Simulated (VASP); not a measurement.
Set up this calculation in VASP 6.6.1, as the native input.

- Task: single point
- Functional: PBE
- Dispersion: D3(BJ)
- Potentials or basis: VASP PAW PBE potentials, release 64 (O, H, C)
- Cutoff: 520 eV
- k mesh: 1 × 1 × 1
- Occupations: fermi-dirac, width 0.02 eV
- Spin: no spin polarisation
- Dipole correction: no
- Further INCAR settings: LREAL = Auto; ALGO = Normal; EDIFF = 1e-06; NBANDS = 58

The structure of H18CO9 lies in POSCAR:

```
H18CO9
1.0
    6.9180930000      0.0000000000      0.0000000000
    0.0000000000      6.9180930000      0.0000000000
    0.0000000000      0.0000000000      6.9180930000
O H C
9 18 1
Direct
    0.3855975917      0.7682319391      0.4675421391
    0.9075911526      0.6469991080      0.0729247207
    0.3435195219      0.1468612810      0.9886973188
    1.0193416018      0.3040866898      0.3494893752
    0.4985622483      0.7715131901      0.0720574297
    0.1041327429      0.8719310365      0.7923426297
    0.9862110845      0.9015056606      0.3636262190
    0.3902086890      0.4908867227      0.8151957483
    0.6374155421      0.2688313094      0.5213286378
    0.2565446865      0.8179999893      0.4330095013
    0.3573528138      0.6470135628      0.5275008590
    0.9599321663      0.7332945654      0.1709286071
    0.7662082600      0.6871691375      0.0753386808
    0.3523080710      0.2765646545      0.9416612353
    0.2633673760      0.0803256042      0.8894503153
    1.0222903913      0.4172826240      0.2587851883
    0.8831913650      0.2981891108      0.4034059675
    0.4518008070      0.7445404391      0.2099711582
    0.4559493490      0.9104098485      0.0530203916
    0.1928277056      0.7779600534      0.7423577567
    0.0281002294      0.8146753737      0.8972848442
    0.9294757963      0.8975450316      0.4922888432
    0.9996251857      1.0356177635      0.3337769527
    0.4164442427      0.5935306160      0.9176083640
    0.5231354941      0.4448335690      0.7936724759
    0.3783990762      0.1429729262      0.4633357776
    0.5715736981      0.0595250743      0.3061248237
    0.5313603041      0.1546669003      0.4308990931
```

The input as run:

INCAR

```
PREC = Accurate ; ENCUT = 520
EDIFF = 1E-6 ; ISMEAR = -1
SIGMA = 0.02 ; LREAL = Auto
LASPH = T ; NELM = 80
ALGO = Normal ; ISIF = 2
LWAVE = F ; LCHARG = F
GGA = PE ; IVDW = 12
NBANDS = 58
```

KPOINTS

```
Automatic mesh
0
Gamma
  1 1 1
```

Potentials or basis: VASP PAW PBE potentials, release 64 (O, H, C).

Command:

```sh
$ cat potpaw_PBE.64/O/POTCAR potpaw_PBE.64/H/POTCAR potpaw_PBE.64/C/POTCAR > POTCAR
$ mpirun -np 1 vasp_gam > vasp.out
```

Results of the run:

The pressure is -0.9 GPa and the largest force is 2.166 eV/Å. The band gap on the k mesh is 3.68 eV. The dispersion energy per atom is -0.031 eV.

Caveat: the k points lie up to 0.91 Å⁻¹ apart.

Run time: 45 s on 1 thread of Intel(R) Xeon(R) Platinum 8259CL CPU @ 2.50GHz (Skylake/Cascade Lake), on a shared host, peak memory 0.35 GiB.
